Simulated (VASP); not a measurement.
Wanted: the native input for a VASP 6.6.1 run.

| Item | Value |
| --- | --- |
| Task | single point |
| Functional | PBEsol |
| Potentials or basis | VASP PAW PBE potentials, release 64 (Ti_sv, Al) |
| Cutoff | 520 eV |
| k mesh | 6 × 6 × 6 |
| Occupations | fermi-dirac, width 0.05 eV |
| Spin | no spin polarisation |
| Dipole correction | no |
| Further INCAR settings | ALGO = Normal; EDIFF = 1e-06; NBANDS = 28 |

The structure of Ti3Al lies in POSCAR:

```
Ti3Al
1.0
    0.0000000000      3.1881029295      3.1881029295
    3.1881029295      0.0000000000      3.1881029295
    3.1881029295      3.1881029295      0.0000000000
Ti Al
3 1
Direct
    0.7500000000      0.7500000000      0.7500000000
    0.2500000000      0.2500000000      0.2500000000
    0.0000000000      0.0000000000      0.0000000000
    0.5000000000      0.5000000000      0.5000000000
```

The input as run:

INCAR

```
PREC = Accurate ; ENCUT = 520
EDIFF = 1E-6 ; ISMEAR = -1
SIGMA = 0.05 ; LREAL = False
LASPH = True ; NELM = 60
ALGO = Normal ; ISIF = 2
LWAVE = False ; LCHARG = False
GGA = PS ; NBANDS = 28
```

KPOINTS

```
regular mesh
0
Gamma
  6 6 6
```

Potentials or basis: VASP PAW PBE potentials, release 64 (Ti_sv, Al).

Run with:

```console
$ cat potpaw_PBE.64/Ti_sv/POTCAR potpaw_PBE.64/Al/POTCAR > POTCAR
$ mpirun -np 1 vasp_std > vasp.out
```

It gave:

```
Pressure : -0.5 GPa
```

Caveat: the PAW data sets were made with another functional, which shifts forces and pressure a little.

Run time: 19 s on 1 thread of Intel(R) Xeon(R) 6975P-C (Granite Rapids), on a shared host, peak memory 0.2 GiB.
